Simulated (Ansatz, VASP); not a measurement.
Sn in VASP and in Ansatz

```xyz
1
Lattice="-1.6658 1.7656 2.2958 1.7444 -1.7991 2.3793 1.6824 1.8152 -2.3212" Properties=species:S:1:pos:R:3 pbc="T T T"
Sn   -0.0176    0.0062   -0.0314
```

Change from the starting cell: cell strained at random at fixed volume.

Alike in both runs: task single point; functional PBEsol; k mesh 11 × 11 × 11; occupations fermi-dirac, width 0.05 eV; no spin polarisation.

|  | VASP | Ansatz |
| --- | --- | --- |
| version | VASP 6.6.1 | Ansatz 0.2.0 |
| potentials or method | VASP PAW PBE potentials, release 64 (Sn_d), cutoff 520 eV | all-electron LAPW, scalar-relativistic |

|  | VASP | Ansatz | Ansatz less VASP |
| --- | --- | --- | --- |
| gap on the k mesh at the Fermi level (eV) | none | none | - |
| pressure (GPa) | -3.6 | -3.6 | -0.02 |
| traceless stress, the component that is largest in VASP (GPa) | -0.93 | -0.93 | +0.005 |

VASP's potentials were made for PBE, not for PBEsol. A gap of «none» marks a metal or a gap that the smearing closes. Ansatz ran all-electron here, and VASP with PAW potentials.
